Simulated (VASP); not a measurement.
# Ti (P6/mmm) in VASP: a series of runs, part 2 of 2

VASP 6.6.1. The steps go on from the part before.

### Step 4. Single point, PBEsol

This run uses another cell than the first one, of 17.02 Å³/atom, 1.033 times its volume.

Contents of INCAR:

```
  PREC = Accurate
  ENCUT = 520
  EDIFF = 1E-6
  ISMEAR = 0
  SIGMA = 0.1
  LREAL = False
  LASPH = True
  NELM = 100
  ALGO = Normal
  ISIF = 2
  LWAVE = False
  LCHARG = False
  GGA = PS
  NBANDS = 25
```

Contents of KPOINTS:

```
regular mesh
0
Gamma
  6 6 6
```

Contents of POSCAR:

```
Ti
1.0
    4.5673748306      0.0000000000      0.0000000000
   -2.2836874153      3.9554626319      0.0000000000
    0.0000000000      0.0000000000      2.8262442700
Ti
3
Direct
    0.0000000000      0.0000000000      0.0000000000
    0.3333333300      0.6666666700      0.5000000000
    0.6666666700      0.3333333300      0.5000000000
```

Potentials or basis: VASP PAW PBE potentials, release 64 (Ti_sv).

Started as:

```
$ cat potpaw_PBE.64/Ti_sv/POTCAR > POTCAR
$ mpirun -np 1 vasp_std > vasp.out
```

OUTCAR:

```text
PREC = Accurate
   ENCUT = 520
   EDIFF = 1E-6
   ISMEAR = 0
   LREAL = False
   LASPH = True
   NELM = 100
   ISIF = 2
   GGA = PS

 ion  position               nearest neighbor table
   1  0.000  0.000  0.000-
   2  0.333  0.667  0.500-   3 2.64   3 2.64   3 2.64
   3  0.667  0.333  0.500-   2 2.64   2 2.64   2 2.64

  LATTYP: Found a hexagonal cell.
 ALAT       =     4.5673748306
 C/A-ratio  =     0.6187896494

  Lattice vectors:

 A1 = (   4.5673748306,   0.0000000000,   0.0000000000)
 A2 = (  -2.2836874153,   3.9554626319,   0.0000000000)
 A3 = (   0.0000000000,   0.0000000000,   2.8262442700)

Analysis of symmetry for initial positions (statically):
=====================================================================
 Subroutine PRICEL returns:
 Original cell was already a primitive cell.

 Routine SETGRP: Setting up the symmetry group for a
 hexagonal supercell.

 Subroutine GETGRP returns: Found 24 space group operations
 (whereof 24 operations were pure point group operations)
 out of a pool of 24 trial point group operations.

The static configuration has the point symmetry D_6h.

Analysis of symmetry for dynamics (positions and initial velocities):
=====================================================================
 Subroutine PRICEL returns:
 Original cell was already a primitive cell.

 Routine SETGRP: Setting up the symmetry group for a
 hexagonal supercell.

 Subroutine GETGRP returns: Found 24 space group operations
 (whereof 24 operations were pure point group operations)
 out of a pool of 24 trial point group operations.

The dynamic configuration has the point symmetry D_6h.

 Subroutine INISYM returns: Found 24 space group operations
 (whereof 24 operations are pure point group operations),
 and found     1 'primitive' translations

----------------------------------------------------------------------------------------
[... 112 lines left out ...]
   IALGO  =     38    algorithm
   IMIX   =      4    mixing-type and parameters
     AMIX     =   0.40;   BMIX     =  1.00
     AMIX_MAG =   1.60;   BMIX_MAG =  1.00
  volume/ion in A,a.u.               =      17.02       114.85
  Fermi-wavevector in a.u.,A,eV,Ry     =   1.457084  2.753489 28.886426  2.123092
  Thomas-Fermi vector in A             =   2.573926
   LORBIT       =      0    0 simple, 1 ext, 2 COOP (PROOUT), +10 PAW based schemes
   GGA     = PS    functional components
   LHFCALC =     F    Hartree Fock is set to
   AEXX    =    0.0000 exact exchange contribution
   IVDW    =     0    specifies the selected vdW correction
   LEPSILON=     F    determine dielectric tensor
   LRPA    =     F    only Hartree local field effects (RPA)
 non-spin polarized calculation
 Gauss-broadening in eV      SIGMA  =   0.10
  energy-cutoff  :      520.00
  volume of cell :       51.06
 maximum number of plane-waves:      1402
 NGX is ok and might be reduce to    36
   NGX = 17   NGY = 17   NGZ = 11

 number of electron      35.9999989 magnetization

 Free energy of the ion-electron system (eV)
  ---------------------------------------------------
  ext. energy  EPLUGINS =         0.00000000
  ---------------------------------------------------
  free energy    TOTEN  =       -25.04523983 eV

  energy without entropy =      -25.03048347  energy(sigma->0) =      -25.03786165

 E-fermi :   8.2756     XC(G=0): -11.7340

 val. band max:        8.2663469066   @ k =   0.0000   0.0000   0.0000
 cond. band min:       8.3304968625   @ k =   0.3333   0.3333   0.3333
 fundamental gap:      0.0641499560
 Fermi energy:         8.2755986621

 k-point     1 :       0.0000    0.0000    0.0000
  band No.  band energies     occupation
      1     -48.3553      2.00000
      2     -48.0880      2.00000
      3     -47.9180      2.00000
      4     -24.7710      2.00000
      5     -24.7710      2.00000
      6     -24.6574      2.00000
[... 661 lines left out ...]
     24      11.4067      0.00000
     25      11.4187      0.00000

 [... further k-points ...]

------------------------ aborting loop because EDIFF is reached ----------------------------------------

  FORCE on cell =-STRESS in cart. coord.  units (eV):
  Direction    XX          YY          ZZ          XY          YZ          ZX
  --------------------------------------------------------------------------------------
  -------------------------------------------------------------------------------------
  Total       -1.2141726     -1.2141726     -1.1702642      0.0000000      0.0000000     -0.0000000
  in kB      -38.0993321    -38.0993321    -36.7215397      0.0000000      0.0000000     -0.0000000
  external PRESSURE =     -37.6400680 kB  Pullay stress =       0.0000000 kB

 VOLUME and BASIS-vectors are now :
 -----------------------------------------------------------------------------
  energy-cutoff  :      520.00
  volume of cell :       51.06
      direct lattice vectors                 reciprocal lattice vectors
     4.567374831  0.000000000  0.000000000     0.218944150  0.126407464  0.000000000
    -2.283687415  3.955462632  0.000000000     0.000000000  0.252814928  0.000000000
     0.000000000  0.000000000  2.826244270     0.000000000  0.000000000  0.353826458

 POSITION                                       TOTAL-FORCE (eV/Angst)
 -----------------------------------------------------------------------------------
      0.00000      0.00000      0.00000         0.000000      0.000000      0.000000
     -0.00000      2.63698      1.41312        -0.000000      0.000000      0.000000
      2.28369      1.31849      1.41312         0.000000     -0.000000      0.000000
 -----------------------------------------------------------------------------------
    total drift:                               -0.000000      0.000000      0.000000

  FREE ENERGIE OF THE ION-ELECTRON SYSTEM (eV)
  ---------------------------------------------------
  free  energy   TOTEN  =       -25.0452398281 eV

  energy  without entropy=      -25.0304834727  energy(sigma->0) =      -25.03786165
```

OSZICAR:

```text
N       E                     dE             d eps       ncg     rms          rms(c)
DAV:   1     0.430807572070E+03    0.43081E+03   -0.18687E+04  1400   0.178E+03
DAV:   2     0.210692294837E+02   -0.40974E+03   -0.40321E+03  1411   0.517E+02
DAV:   3    -0.250075878791E+02   -0.46077E+02   -0.45021E+02  2592   0.149E+02
DAV:   4    -0.284201260066E+02   -0.34125E+01   -0.33934E+01  1917   0.376E+01
DAV:   5    -0.286118180221E+02   -0.19169E+00   -0.19164E+00  2236   0.730E+00    0.157E+01
DAV:   6    -0.250606484652E+02    0.35512E+01   -0.12668E+01  1749   0.336E+01    0.378E+00
DAV:   7    -0.250248289677E+02    0.35819E-01   -0.14750E+00  2139   0.857E+00    0.254E+00
DAV:   8    -0.250738889840E+02   -0.49060E-01   -0.54422E-01  2034   0.662E+00    0.255E+00
DAV:   9    -0.250573897036E+02    0.16499E-01   -0.28545E-01  1962   0.600E+00    0.877E-01
DAV:  10    -0.250444799605E+02    0.12910E-01   -0.77371E-02  1966   0.255E+00    0.100E-01
DAV:  11    -0.250451624636E+02   -0.68250E-03   -0.71336E-03  1938   0.655E-01    0.142E-01
DAV:  12    -0.250452722392E+02   -0.10978E-03   -0.43287E-04  1986   0.175E-01    0.678E-02
DAV:  13    -0.250452400268E+02    0.32212E-04   -0.23291E-04  1954   0.122E-01    0.959E-03
DAV:  14    -0.250452395306E+02    0.49622E-06   -0.11359E-05  1845   0.336E-02    0.351E-03
DAV:  15    -0.250452398281E+02   -0.29757E-06   -0.98412E-07   975   0.105E-02
   1 F= -.25045240E+02 E0= -.25037862E+02  d E =-.147564E-01
```

stdout:

```text
POSCAR found type information on POSCAR Ti
 POSCAR found :  1 types and       3 ions
 scaLAPACK will be used
 -----------------------------------------------------------------------------
|                                                                             |
|                                                                             |
|     You enforced a specific xc type in the INCAR file but a different       |
|     I HOPE YOU KNOW WHAT YOU ARE DOING!                                     |
|                                                                             |
 -----------------------------------------------------------------------------

 LDA part: xc-table for (Slater+PW92), standard interpolation
 POSCAR, INCAR and KPOINTS ok, starting setup
 FFT: planning ... GRIDC
 FFT: planning ... GRID_SOFT
 FFT: planning ... GRID
 WAVECAR not read
 entering main loop
```

Wall time 33 s (1 thread of Intel Xeon Platinum 8259CL at 2.50GHz (Skylake/Cascade Lake), shared host); peak memory 0.18 GiB.

Results:

| Quantity | Value |
| --- | --- |
| Free energy | -25.0452 eV |
| Pressure | -3.8 GPa |
| Band gap on the k mesh | zero (band 18 reaches 8.40 eV, above the bottom of band 19 at 8.18 eV) |

Stress tensor (GPa, compression positive):
```
-3.81  0.00  0.00
 0.00 -3.81  0.00
 0.00  0.00 -3.67
```

Caveat: the k points lie up to 0.37 Å⁻¹ apart; the PAW data sets were made with another functional, which shifts forces and pressure a little.

### Step 5. Single point, PBEsol

Contents of INCAR:

```
SYSTEM = Ti
ALGO     = Fast           ! electronic algorithm
EDIFF    = 1E-6           ! SCF threshold, eV
ENCUT    = 520            ! plane-wave cutoff, eV
GGA      = PS             ! functional
ISIF     = 2              ! what is computed and relaxed
ISMEAR   = 0              ! smearing method
LASPH    = .True.         ! aspherical terms in the spheres
LCHARG   = .False.        ! write CHGCAR
LREAL    = .False.        ! projectors in reciprocal space
LWAVE    = .False.        ! write WAVECAR
NBANDS   = 25             ! bands
NELM     = 60             ! most SCF steps
PREC     = Accurate       ! precision mode
SIGMA    = 0.15           ! smearing width, eV
```

Contents of KPOINTS:

```
k-points
0
Gamma
  12 12 18
  0 0 0
```

Contents of POSCAR:

```
Ti
1.0
    4.5152900513      0.0000000000      0.0000000000
   -2.2576450256      3.9103558898      0.0000000000
    0.0000000000      0.0000000000      2.7987936488
Ti
3
Direct
    0.0000000000      0.0000000000      0.0000000000
    0.3333333333      0.6666666667      0.5000000000
    0.6666666667      0.3333333333      0.5000000000
```

Potentials or basis: VASP PAW PBE potentials, release 64 (Ti_sv).

Started as:

```
$ cat potpaw_PBE.64/Ti_sv/POTCAR > POTCAR
$ mpirun -np 1 vasp_std > vasp.out
```

OUTCAR:

```text
SYSTEM = Ti
   EDIFF = 1E-6
   ENCUT = 520
   GGA = PS
   ISIF = 2
   ISMEAR = 0
   LASPH = .True.
   LREAL = .False.
   NELM = 60
   PREC = Accurate

 ion  position               nearest neighbor table
   1  0.000  0.000  0.000-
   2  0.333  0.667  0.500-   3 2.61   3 2.61   3 2.61
   3  0.667  0.333  0.500-   2 2.61   2 2.61   2 2.61

  LATTYP: Found a hexagonal cell.
 ALAT       =     4.5152900513
 C/A-ratio  =     0.6198480312

[... 866 lines left out ...]

  FORCE on cell =-STRESS in cart. coord.  units (eV):
  Direction    XX          YY          ZZ          XY          YZ          ZX
  --------------------------------------------------------------------------------------
  -------------------------------------------------------------------------------------
  Total       -0.1384751     -0.1384751     -0.1096407     -0.0000000      0.0000000      0.0000000
  in kB       -4.4896194     -4.4896194     -3.5547530     -0.0000000      0.0000000      0.0000000
  external PRESSURE =      -4.1779972 kB  Pullay stress =       0.0000000 kB

 VOLUME and BASIS-vectors are now :
 -----------------------------------------------------------------------------
  energy-cutoff  :      520.00
  volume of cell :       49.42
      direct lattice vectors                 reciprocal lattice vectors
     4.515290051  0.000000000  0.000000000     0.221469715  0.127865599  0.000000000
    -2.257645026  3.910355890  0.000000000     0.000000000  0.255731199  0.000000000
     0.000000000  0.000000000  2.798793649     0.000000000  0.000000000  0.357296795

 POSITION                                       TOTAL-FORCE (eV/Angst)
 -----------------------------------------------------------------------------------
      0.00000      0.00000      0.00000         0.000000      0.000000     -0.000000
     -0.00000      2.60690      1.39940        -0.000000      0.000000      0.000000
      2.25765      1.30345      1.39940         0.000000      0.000000     -0.000000
 -----------------------------------------------------------------------------------
    total drift:                                0.000000      0.000000     -0.000000

  FREE ENERGIE OF THE ION-ELECTRON SYSTEM (eV)
  ---------------------------------------------------
  free  energy   TOTEN  =       -25.0743802354 eV

  energy  without entropy=      -25.0433592571  energy(sigma->0) =      -25.05886975
```

OSZICAR:

```text
N       E                     dE             d eps       ncg     rms          rms(c)
DAV:   1     0.430519002657E+03    0.43052E+03   -0.18632E+04  9508   0.180E+03
DAV:   2     0.205082035369E+02   -0.41001E+03   -0.40319E+03  9582   0.519E+02
DAV:   3    -0.249212100059E+02   -0.45429E+02   -0.44333E+02 17572   0.148E+02
[... 38 lines left out ...]
RMM:  42    -0.250743787540E+02   -0.64542E-06   -0.15321E-05  7502   0.134E-02    0.124E-02
RMM:  43    -0.250743793006E+02   -0.54661E-06   -0.13706E-05  6402   0.123E-02    0.128E-02
RMM:  44    -0.250743797484E+02   -0.44779E-06   -0.12420E-05  7800   0.125E-02    0.110E-02
RMM:  45    -0.250743800827E+02   -0.33433E-06   -0.11370E-05  5906   0.113E-02    0.116E-02
RMM:  46    -0.250743802354E+02   -0.15262E-06   -0.97789E-06  5167   0.108E-02
   1 F= -.25074380E+02 E0= -.25058870E+02  d E =-.310210E-01
```

Wall time 7.5 min (1 thread of Intel Xeon Platinum 8488C (Sapphire Rapids), shared host); peak memory 0.31 GiB.

What came out:

```yaml
Free_energy: -25.0744 eV
Pressure: -0.4 GPa
Band_gap_on_the_k_mesh: zero (band 18 reaches 8.91 eV, above the bottom of band 19 at 8.54 eV)
```

Levels at points of the mesh, in eV from the Fermi level:
```
           k point  band 16  band 17  band 18  band 19  band 20  band 21
(0.00, 0.00, 0.00)    -0.71    -0.61    -0.61    -0.01     0.71     1.35
(0.50, 0.00, 0.00)    -0.44    -0.42    -0.37     0.05     0.57     1.06
(0.00, 0.00, 0.50)    -1.72    -1.70    -1.70     1.10     1.10     1.31
(0.50, 0.00, 0.50)    -1.23    -0.68    -0.66     0.36     0.84     1.04
```

Caveat: the PAW data sets were made with another functional, which shifts forces and pressure a little.

### Step 6. Relaxation of cell and atoms, PBEsol, target pressure 2 GPa, at which the enthalpy is minimised

This run uses another cell than the first one, of 16.16 Å³/atom, 0.981 times its volume.

Contents of INCAR:

```
PREC = Accurate
ENCUT = 600
EDIFF = 1E-6
ISMEAR = 0
SIGMA = 0.1
LREAL = F
LASPH = T
NELM = 60
ALGO = Fast
ISIF = 3
LWAVE = F
LCHARG = F
GGA = PS
IBRION = 2
NSW = 70
EDIFFG = -0.008
PSTRESS = 20.0
```

Contents of KPOINTS:

```
regular mesh
0
Gamma
  12 12 14
```

Contents of POSCAR:

```
Ti
1.0
    4.4862814861      0.0000000000      0.0000000000
   -2.2431407431      3.8852337355      0.0000000000
    0.0000000000      0.0000000000      2.7808127459
Ti
3
Direct
    0.0000000000      0.0000000000      0.0000000000
    0.3333333333      0.6666666667      0.5000000000
    0.6666666667      0.3333333333      0.5000000000
```

Potentials or basis: VASP PAW PBE potentials, release 64 (Ti_sv).

Started as:

```
$ cat potpaw_PBE.64/Ti_sv/POTCAR > POTCAR
$ mpirun -np 1 vasp_std > vasp.out
```

Run time: 21 min. Hardware: 1 thread of Oxide Virtual Turin-like, shared host; peak memory 0.27 GiB.

Results (log left out):

- Free energy: -25.0590 eV
- Relaxed volume: 16.16 Å³/atom
- Relaxed cell: a = 4.484 Å, b = 4.484 Å, c = 2.784 Å, α = 90.00°, β = 90.00°, γ = 120.00°
- Space group after relaxing (to 0.05 Å): P6/mmm (No. 191)
- Energy change on relaxing (the enthalpy is what falls): -0.1 meV/atom
- Ionic steps: 8
- Pressure after relaxing: 2.0 GPa
- Band gap on the k mesh: zero (band 18 reaches 9.13 eV, above the bottom of band 19 at 8.77 eV)

Stress tensor (GPa, compression positive):
```
2.06 0.00 0.00
0.00 2.06 0.00
0.00 0.00 1.97
```

The path:
| step | energy change (eV) | largest force (eV/Å) | pressure (GPa) | volume (Å³) |
| --- | --- | --- | --- | --- |
| 1 | 0.0000 | 0.0000 | 1.96 | 48.47 |
| 2 | 0.0003 | 0.0000 | 2.18 | 48.44 |
| 3 | 0.0002 | 0.0000 | 2.16 | 48.44 |
| 4 | 0.0001 | 0.0000 | 2.13 | 48.45 |
| 5 | -0.0001 | 0.0000 | 2.11 | 48.47 |
| 6 | -0.0002 | 0.0000 | 2.11 | 48.48 |
| 7 | -0.0003 | 0.0000 | 2.06 | 48.49 |
| 8 | -0.0002 | 0.0000 | 2.03 | 48.48 |

Final structure:
```
CELL_PARAMETERS angstrom
4.48409 0.00000 0.00000
-2.24204 3.88333 0.00000
0.00000 0.00000 2.78401
ATOMIC_POSITIONS crystal
Ti 0.00000 0.00000 0.00000
Ti 0.33333 0.66667 0.50000
Ti 0.66667 0.33333 0.50000
```

Levels at points of the mesh, in eV from the Fermi level:
```
           k point  band 15  band 16  band 17  band 18  band 19  band 20  band 21  band 22
(0.00, 0.00, 0.00)    -0.71    -0.71    -0.61    -0.61     0.00     0.73     1.36     1.36
(0.50, 0.00, 0.00)    -2.78    -0.47    -0.45    -0.39     0.04     0.58     1.05     1.33
(0.00, 0.00, 0.50)    -2.23    -1.75    -1.75    -1.73     1.11     1.11     1.33     1.33
(0.50, 0.00, 0.50)    -1.84    -1.28    -0.69    -0.69     0.34     0.84     1.09     1.13
```

Caveat: the cell is relaxed towards a set pressure, so the enthalpy falls and the energy may rise; the PAW data sets were made with another functional, which shifts forces and pressure a little.

### Step 7. Summary

```csv
task,cell,k mesh,cutoff (eV),smearing,gap on the mesh (eV),pressure (GPa)
single point,"a = 4.515, b = 4.515, c = 2.799 Å, angles 90.0, 90.0, 120.0°, 3 atoms",12 × 12 × 14,520,gaussian 0.1 eV,none,-0.2
relaxation of cell and atoms,"relaxed from a = 4.567, b = 4.567, c = 2.826 Å, angles 90.0, 90.0, 120.0°, 3 atoms",12 × 12 × 14,600,gaussian 0.1 eV,none,0.0
single point,"a = 4.567, b = 4.567, c = 2.826 Å, angles 90.0, 90.0, 120.0°, 3 atoms",6 × 6 × 6,520,gaussian 0.1 eV,none,-3.8
single point,"a = 4.515, b = 4.515, c = 2.799 Å, angles 90.0, 90.0, 120.0°, 3 atoms",12 × 12 × 18,520,gaussian 0.15 eV,none,-0.4
relaxation of cell and atoms,"relaxed to 2 GPa from a = 4.486, b = 4.486, c = 2.781 Å, angles 90.0, 90.0, 120.0°, 3 atoms",12 × 12 × 14,600,gaussian 0.1 eV,none,2.0
```

Alike in all rows: level PBEsol; potentials or basis VASP PAW PBE potentials, release 64 (Ti_sv); no spin polarisation.

Caveats: some runs use coarse meshes; the PAW data sets were made with another functional, which shifts forces and pressure a little; the cell is relaxed towards a set pressure, so the enthalpy falls and the energy may rise (some runs).

Total energies depend on the potentials used, so only differences within one code and one set of settings carry meaning.
